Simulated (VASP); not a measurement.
# Al (Fm-3m) in VASP: a series of runs, part 2 of 2

VASP 6.6.1. The steps go on from the part before.

## (7) Single point, PBEsol

INCAR reads:

```
PREC = Accurate
ENCUT = 520
EDIFF = 1E-7
ISMEAR = 1
SIGMA = 0.1
LREAL = False
LASPH = True
NELM = 80
ALGO = Normal
ISIF = 2
LWAVE = False
LCHARG = False
GGA = PS
NBANDS = 8
```

KPOINTS reads:

```
Automatic mesh
0
Gamma
  12 12 12
```

POSCAR reads:

```
Al
1.0
    0.0000000000      2.0248100000      2.0248100000
    2.0248100000      0.0000000000      2.0248100000
    2.0248100000      2.0248100000      0.0000000000
Al
1
Direct
    0.0000000000      0.0000000000      0.0000000000
```

Potentials or basis: VASP PAW PBE potentials, release 64 (Al).

Run with:

```console
$ cat potpaw_PBE.64/Al/POTCAR > POTCAR
$ mpirun -np 1 vasp_std > vasp.out
```

OUTCAR:

```text
PREC = Accurate
   ENCUT = 520
   EDIFF = 1E-7
   ISMEAR = 1
   LREAL = False
   LASPH = True
   NELM = 80
   ISIF = 2
   GGA = PS

 ion  position               nearest neighbor table
   1  0.000  0.000  0.000-

  LATTYP: Found a face centered cubic cell.
 ALAT       =     4.0496200000

  Lattice vectors:

 A1 = (   0.0000000000,   2.0248100000,   2.0248100000)
 A2 = (   2.0248100000,   0.0000000000,   2.0248100000)
 A3 = (   2.0248100000,   2.0248100000,   0.0000000000)

Analysis of symmetry for initial positions (statically):
=====================================================================
 Subroutine PRICEL returns:
 Original cell was already a primitive cell.

 Routine SETGRP: Setting up the symmetry group for a
 face centered cubic supercell.

 Subroutine GETGRP returns: Found 48 space group operations
 (whereof 48 operations were pure point group operations)
 out of a pool of 48 trial point group operations.

The static configuration has the point symmetry O_h .

Analysis of symmetry for dynamics (positions and initial velocities):
=====================================================================
 Subroutine PRICEL returns:
[... 155 lines left out ...]

 E-fermi :   7.7436     XC(G=0): -10.2336

 val. band max:        7.6474943382   @ k =   0.5000   0.2500   0.0833
 cond. band min:       7.8232056936   @ k =  -0.4167   0.4167   0.0833
 fundamental gap:      0.1757113554
 Fermi energy:         7.7435610509

 k-point     1 :       0.0000    0.0000    0.0000
  band No.  band energies     occupation
      1      -3.2011      2.00000
      2      20.4474      0.00000
      3      20.4474      0.00000
      4      20.4474      0.00000
      5      21.8922      0.00000
      6      21.8922      0.00000
      7      21.8922      0.00000
      8      24.3254      0.00000
[... 243 lines left out ...]
 k-point    24 :      -0.4167    0.1667    0.0000
  band No.  band energies     occupation
      1       3.3458      2.00000
      2       4.7911      2.00000
      3      13.3393      0.00000
      4      16.6112      0.00000
      5      18.4610      0.00000
      6      23.0909      0.00000
      7      25.7904      0.00000
      8      28.7649      0.00000

 [... further k-points ...]
[... 5 lines left out ...]
  --------------------------------------------------------------------------------------
  -------------------------------------------------------------------------------------
  Total       -0.1812853     -0.1812853     -0.1812853      0.0000000      0.0000000      0.0000000
  in kB      -17.4940514    -17.4940514    -17.4940514      0.0000000      0.0000000      0.0000000
  external PRESSURE =     -17.4940514 kB  Pullay stress =       0.0000000 kB

 VOLUME and BASIS-vectors are now :
 -----------------------------------------------------------------------------
  energy-cutoff  :      520.00
  volume of cell :       16.60
      direct lattice vectors                 reciprocal lattice vectors
     0.000000000  2.024810000  2.024810000    -0.246936750  0.246936750  0.246936750
     2.024810000  0.000000000  2.024810000     0.246936750 -0.246936750  0.246936750
     2.024810000  2.024810000  0.000000000     0.246936750  0.246936750 -0.246936750

 POSITION                                       TOTAL-FORCE (eV/Angst)
 -----------------------------------------------------------------------------------
      0.00000      0.00000      0.00000         0.000000      0.000000      0.000000
 -----------------------------------------------------------------------------------
    total drift:                               -0.000000      0.000000      0.000000

  FREE ENERGIE OF THE ION-ELECTRON SYSTEM (eV)
  ---------------------------------------------------
  free  energy   TOTEN  =        -4.0972793510 eV

  energy  without entropy=       -4.0980208995  energy(sigma->0) =       -4.09752653
```

OSZICAR:

```text
N       E                     dE             d eps       ncg     rms          rms(c)
DAV:   1    -0.272190844338E+01   -0.27219E+01   -0.87202E+02  1152   0.206E+02
DAV:   2    -0.411847702071E+01   -0.13966E+01   -0.13837E+01  1616   0.188E+01
DAV:   3    -0.412513835129E+01   -0.66613E-02   -0.66576E-02  1472   0.146E+00
DAV:   4    -0.412515369781E+01   -0.15347E-04   -0.15347E-04  1888   0.608E-02
DAV:   5    -0.412515373864E+01   -0.40833E-07   -0.40525E-07  1416   0.175E-03    0.138E+00
DAV:   6    -0.410855275429E+01    0.16601E-01   -0.21498E-03  1640   0.194E-01    0.785E-01
DAV:   7    -0.409729498555E+01    0.11258E-01   -0.59231E-03  1456   0.312E-01    0.165E-01
DAV:   8    -0.409728028758E+01    0.14698E-04   -0.19773E-05  1712   0.301E-02    0.708E-03
DAV:   9    -0.409727961768E+01    0.66990E-06   -0.34017E-07  1560   0.264E-03    0.794E-04
DAV:  10    -0.409727934960E+01    0.26809E-06   -0.40743E-09  1504   0.391E-04    0.267E-04
DAV:  11    -0.409727935098E+01   -0.13787E-08   -0.92081E-11   872   0.533E-05
   1 F= -.40972794E+01 E0= -.40975265E+01  d E =0.741549E-03
```

stdout:

```text
POSCAR found type information on POSCAR Al
 POSCAR found :  1 types and       1 ions
 scaLAPACK will be used
 -----------------------------------------------------------------------------
|                                                                             |
|                                                                             |
|     You enforced a specific xc type in the INCAR file but a different       |
|     I HOPE YOU KNOW WHAT YOU ARE DOING!                                     |
|                                                                             |
 -----------------------------------------------------------------------------

 LDA part: xc-table for (Slater+PW92), standard interpolation
 POSCAR, INCAR and KPOINTS ok, starting setup
 FFT: planning ... GRIDC
 FFT: planning ... GRID_SOFT
 FFT: planning ... GRID
 WAVECAR not read
 entering main loop
```

Run time: 11 s. Hardware: 1 thread of AMD EPYC 7R13 (Zen 3), shared host; peak memory 0.1 GiB.

What came out:

| Item | Value |
| --- | --- |
| Free energy | -4.0973 eV |
| Pressure | -1.7 GPa |

Caveat: the PAW data sets were made with another functional, which shifts forces and pressure a little.

## (8) Overview

```tsv
k mesh	gap on the mesh (eV)	pressure (GPa)
3 × 3 × 3	none	-2.7
4 × 4 × 4	none	-1.3
6 × 6 × 6	none	-1.4
8 × 8 × 8	none	-1.9
9 × 9 × 9	none	-1.6
12 × 12 × 12	none	-1.7
```

Alike in all rows: task single point; level PBEsol; potentials or basis VASP PAW PBE potentials, release 64 (Al); no spin polarisation; cell as given; cutoff (eV) 520; smearing methfessel-paxton 0.1 eV.

Caveats: some runs use coarse meshes; the PAW data sets were made with another functional, which shifts forces and pressure a little.

Absolute energies hang on the potentials; compare differences alone.
